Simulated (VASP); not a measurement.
Wanted: the native input for a VASP 6.6.1 run.

| Quantity | Value |
| --- | --- |
| Task | single point |
| Functional | PBE |
| Dispersion | D3(BJ) |
| Potentials or basis | VASP PAW PBE potentials, release 64 (C) |
| Cutoff | 520 eV |
| k mesh | 15 × 15 × 1 |
| Occupations | gaussian, width 0.1 eV |
| Spin | no spin polarisation |
| Dipole correction | yes |
| Further INCAR settings | ALGO = Normal; EDIFF = 1e-07; NBANDS = 16 |

The structure of C lies in POSCAR:

```
C
1.0
    2.4656524415      0.0000000000      0.0000000000
   -1.2328262207      2.1353176512      0.0000000000
    0.0000000000      0.0000000000     17.5000663887
C
4
Direct
    0.6666666667      0.3333333333      0.2571437785
    0.3333333333      0.6666666667      0.2571418816
    0.6666666667      0.3333333333      0.4320021548
    0.3333333333      0.6666666667      0.4320002580
```

These files were run (other wordings do the same):

INCAR

```
PREC = Accurate
ENCUT = 520
EDIFF = 1E-7
ISMEAR = 0
SIGMA = 0.1
LREAL = False
LASPH = True
NELM = 100
ALGO = Normal
ISIF = 2
LWAVE = False
LCHARG = True
LDIPOL = True
IDIPOL = 3
DIPOL = 0.5 0.5 0.345
GGA = PE
IVDW = 12
LELF = True
LVHAR = True
LVACPOTAV = True
NBANDS = 16
```

KPOINTS

```
Automatic mesh
0
Gamma
  15 15 1
```

Potentials or basis: VASP PAW PBE potentials, release 64 (C).

Launch:

```console
$ cat potpaw_PBE.64/C/POTCAR > POTCAR
$ mpirun -np 1 vasp_std > vasp.out
```

Results of the run:

The largest force is 0.216 eV/Å and the dispersion energy per atom is -0.127 eV.

Wall time 30 s on 1 thread of AMD EPYC 9R45 96-Core Processor (Zen 5), on a shared host, peak memory 0.18 GiB.
